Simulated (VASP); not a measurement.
# Si2W (I4/mmm) in VASP: single point with LDA

Aim: the single point of Si2W with LDA.

Program: VASP 6.6.1. These are calculated values, not measurements. Logs are shortened: lines on timing, memory, paths and dates and some standing lists are left out, and cuts for length are marked.

### Step 1. The cell of the first run

The structure is tetragonal, space group I4/mmm (No. 139). Conventional cell: a = 3.185 Å, b = 3.185 Å, c = 7.772 Å, α = 90.00°, β = 90.00°, γ = 90.00°. Si (site symmetry 4mm) has 9 Si at 2.57 to 3.19 Å and 5 W at 2.59 to 2.60 Å within 3.4 Å. W (site symmetry 4/mmm) has 10 Si at 2.59 to 2.60 Å and 4 W at 3.19 Å within 3.4 Å.

### Step 2. Single point, LDA

The input, INCAR:

```
PREC = Accurate
ENCUT = 520
EDIFF = 1E-6
ISMEAR = 0
SIGMA = 0.1
LREAL = False
LASPH = True
NELM = 60
ALGO = Normal
ISIF = 2
LWAVE = False
LCHARG = False
NBANDS = 18
```

The input, KPOINTS:

```
regular mesh
0
Gamma
  18 18 18
```

The input, POSCAR:

```
Si2W
1.0
   -1.5927292147      1.5927292147      3.8858470184
    1.5927292147     -1.5927292147      3.8858470184
    1.5927292147      1.5927292147     -3.8858470184
Si W
2 1
Direct
    0.3347075847      0.3347075847      0.0000000000
    0.6652924153      0.6652924153      0.0000000000
    0.0000000000      0.0000000000      0.0000000000
```

Potentials or basis: VASP PAW LDA potentials, release 64 (Si, W_sv).

Run with:

```bash
$ cat potpaw_LDA.64/Si/POTCAR potpaw_LDA.64/W_sv/POTCAR > POTCAR
$ mpirun -np 1 vasp_std > vasp.out
```

OUTCAR:

```text
PREC = Accurate
   ENCUT = 520
   EDIFF = 1E-6
   ISMEAR = 0
   LREAL = False
   LASPH = True
   NELM = 60
   ISIF = 2

 ion  position               nearest neighbor table
   1  0.335  0.335  0.000-   2 2.57   3 2.59   3 2.59   3 2.59   3 2.59   3 2.60   2 2.61   2 2.61
                             2 2.61   2 2.61
   2  0.665  0.665  0.000-   1 2.57   3 2.59   3 2.59   3 2.59   3 2.59   3 2.60   1 2.61   1 2.61
                             1 2.61   1 2.61
   3  0.000  0.000  0.000-   2 2.59   2 2.59   2 2.59   1 2.59   2 2.59   1 2.59   1 2.59   1 2.59
                             1 2.60   2 2.60

  LATTYP: Found a body centered tetragonal cell.
 ALAT       =     3.1854584294
 C/A-ratio  =     2.4397411578

  Lattice vectors:

 A1 = (  -1.5927292147,   1.5927292147,   3.8858470184)
 A2 = (   1.5927292147,  -1.5927292147,   3.8858470184)
 A3 = (   1.5927292147,   1.5927292147,  -3.8858470184)

Analysis of symmetry for initial positions (statically):
=====================================================================
 Subroutine PRICEL returns:
 Original cell was already a primitive cell.

 Routine SETGRP: Setting up the symmetry group for a
 body centered tetragonal supercell.

 Subroutine GETGRP returns: Found 16 space group operations
 (whereof 16 operations were pure point group operations)
 out of a pool of 16 trial point group operations.

The static configuration has the point symmetry D_4h.

Analysis of symmetry for dynamics (positions and initial velocities):
=====================================================================
 Subroutine PRICEL returns:
 Original cell was already a primitive cell.

 Routine SETGRP: Setting up the symmetry group for a
 body centered tetragonal supercell.

 Subroutine GETGRP returns: Found 16 space group operations
 (whereof 16 operations were pure point group operations)
 out of a pool of 16 trial point group operations.

The dynamic configuration has the point symmetry D_4h.

 Subroutine INISYM returns: Found 16 space group operations
 (whereof 16 operations are pure point group operations),
 and found     1 'primitive' translations

----------------------------------------------------------------------------------------

                                     Primitive cell

  volume of cell :      39.4303

  direct lattice vectors                    reciprocal lattice vectors
    -1.592729215  1.592729215  3.885847018     0.000000000  0.313926558  0.128672075
     1.592729215 -1.592729215  3.885847018     0.313926558  0.000000000  0.128672075
     1.592729215  1.592729215 -3.885847018     0.313926558  0.313926558  0.000000000

  length of vectors
[... 88 lines left out ...]
   IBRION =     -1    ionic relax: 0-MD 1-quasi-New 2-CG
   NFREE  =      0    steps in history (QN), initial steepest desc. (CG)
   ISIF   =      2    stress and relaxation
   ISYM   =      2    0-nonsym 1-usesym 2-fastsym
   POTIM  = 0.5000    time-step for ionic-motion
   TEBEG  =    0.0;   TEEND  =   0.0 temperature during run
   PSTRESS=    0.0 pullay stress
   NELECT =      22.0000    total number of electrons
   NUPDOWN=      -1.0000    fix difference up-down
   EMIN   =  10.00;   EMAX   =-10.00  energy-range for DOS
   EFERMI =   0.00;   METHOD = LEGACY
   ISMEAR =     0;   SIGMA  =   0.10  broadening in eV -4-tet -1-fermi 0-gaus
   EFERMI_NEDOS =   21; number of points for ismear=-14 and -15
   IALGO  =     38    algorithm
   IMIX   =      4    mixing-type and parameters
     AMIX     =   0.40;   BMIX     =  1.00
     AMIX_MAG =   1.60;   BMIX_MAG =  1.00
  volume/ion in A,a.u.               =      13.14        88.70
  Fermi-wavevector in a.u.,A,eV,Ry     =   1.347739  2.546858 24.713636  1.816401
  Thomas-Fermi vector in A             =   2.475465
   LORBIT       =      0    0 simple, 1 ext, 2 COOP (PROOUT), +10 PAW based schemes
   GGA     = CA    functional components
   LHFCALC =     F    Hartree Fock is set to
   AEXX    =    0.0000 exact exchange contribution
   IVDW    =     0    specifies the selected vdW correction
   LEPSILON=     F    determine dielectric tensor
   LRPA    =     F    only Hartree local field effects (RPA)
 non-spin polarized calculation
 Gauss-broadening in eV      SIGMA  =   0.10
  energy-cutoff  :      520.00
  volume of cell :       39.43
 maximum number of plane-waves:      1079
 NGX is ok and might be reduce to    36
   NGX = 17   NGY = 17   NGZ = 17

 number of electron      21.9999999 magnetization

 Free energy of the ion-electron system (eV)
  ---------------------------------------------------
  ext. energy  EPLUGINS =         0.00000000
  ---------------------------------------------------
  free energy    TOTEN  =       -27.35681932 eV

  energy without entropy =      -27.35594959  energy(sigma->0) =      -27.35638446

 E-fermi :  12.2524     XC(G=0): -12.7662

 val. band max:       12.2290114241   @ k =  -0.3889   0.5000   0.3333
 cond. band min:      12.3103888714   @ k =  -0.4444   0.5000   0.2778
 fundamental gap:      0.0813774473
 Fermi energy:        12.2523637972

 k-point     1 :       0.0000    0.0000    0.0000
  band No.  band energies     occupation
      1     -61.0952      2.00000
      2     -25.6459      2.00000
      3     -25.6051      2.00000
      4     -25.6051      2.00000
      5      -1.9496      2.00000
      6       5.2711      2.00000
[... 481 lines left out ...]
      5      -1.0203      2.00000
      6       5.4408      2.00000
[... 10 lines left out ...]
     17      18.7225      0.00000
     18      20.5887      0.00000

 [... further k-points ...]

------------------------ aborting loop because EDIFF is reached ----------------------------------------

  FORCE on cell =-STRESS in cart. coord.  units (eV):
  Direction    XX          YY          ZZ          XY          YZ          ZX
  --------------------------------------------------------------------------------------
  -------------------------------------------------------------------------------------
  Total        0.1860222      0.1860222      0.1959613      0.0000000      0.0000000     -0.0000000
  in kB        7.5586786      7.5586786      7.9625361      0.0000000      0.0000000     -0.0000000
  external PRESSURE =       7.6932977 kB  Pullay stress =       0.0000000 kB

 VOLUME and BASIS-vectors are now :
 -----------------------------------------------------------------------------
  energy-cutoff  :      520.00
  volume of cell :       39.43
      direct lattice vectors                 reciprocal lattice vectors
    -1.592729215  1.592729215  3.885847018     0.000000000  0.313926558  0.128672075
     1.592729215 -1.592729215  3.885847018     0.313926558  0.000000000  0.128672075
     1.592729215  1.592729215 -3.885847018     0.313926558  0.313926558  0.000000000

 POSITION                                       TOTAL-FORCE (eV/Angst)
 -----------------------------------------------------------------------------------
      0.00000      0.00000      2.60124         0.000000      0.000000     -0.015405
      0.00000      0.00000      5.17045        -0.000000     -0.000000      0.015405
      0.00000      0.00000      0.00000         0.000000      0.000000      0.000000
 -----------------------------------------------------------------------------------
    total drift:                                0.000000     -0.000000      0.000000

  FREE ENERGIE OF THE ION-ELECTRON SYSTEM (eV)
  ---------------------------------------------------
  free  energy   TOTEN  =       -27.3568193232 eV

  energy  without entropy=      -27.3559495882  energy(sigma->0) =      -27.35638446
```

stdout:

```text
POSCAR found type information on POSCAR SiW
 POSCAR found :  2 types and       3 ions
 scaLAPACK will be used
 LDA part: xc-table for (Slater(with rela. corr.)+CA(PZ))
 , standard interpolation
 POSCAR, INCAR and KPOINTS ok, starting setup
 FFT: planning ... GRIDC
 FFT: planning ... GRID_SOFT
 FFT: planning ... GRID
 WAVECAR not read
 entering main loop
```

Wall time 8.7 min (1 thread of Intel Xeon Platinum 8488C (Sapphire Rapids), shared host); peak memory 0.42 GiB.

What came out:

| Quantity | Value |
| --- | --- |
| Free energy | -27.3568 eV |
| Pressure | 0.8 GPa |
| Largest force | 0.015 eV/Å |
| Band gap on the k mesh | zero (band 11 reaches 13.01 eV, above the bottom of band 12 at 11.69 eV) |

Forces on the atoms (eV/Å):
```
Si   0.000  0.000 -0.015
Si   0.000  0.000  0.015
W    0.000  0.000  0.000
```

Caveat: spin-orbit coupling is left out, which moves the levels of the heavy elements.
